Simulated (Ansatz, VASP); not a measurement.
**Pt: VASP beside Ansatz**

```
CELL_PARAMETERS angstrom
0.00000 2.84388 2.84388
2.84388 0.00000 2.84388
2.84388 2.84388 0.00000
ATOMIC_POSITIONS crystal
Pt 0.00000 0.00000 0.00000
Pt 0.25000 0.25000 0.25000
```

Alike in both runs: functional PBEsol; k mesh 16 × 16 × 16; occupations gaussian, width 0.1 eV; no spin polarisation.

Ansatz relaxed the structure, and its values are those at the end. VASP's run is a single point on that final structure, the one shown.

```csv
,VASP,Ansatz
version,VASP 6.6.1,Ansatz 0.2.0
potentials or method,"VASP PAW PBE potentials, release 64 (Pt), cutoff 520 eV","scalar-relativistic, plane waves, PAW"
valence electrons in the cell,20,36
```

```tsv
	VASP	Ansatz	Ansatz less VASP
gap on the k mesh at the Fermi level (eV)	none	none	-
pressure (GPa)	-0.4	0.0	+0.43
```

VASP's potentials were made for PBE, not for PBEsol. A gap of «none» marks a metal or a gap that the smearing closes. VASP's potentials hold 20 valence electrons a cell and Ansatz's 36, so a difference there can come from the potentials and not from the codes.

Spin-orbit coupling is off throughout.
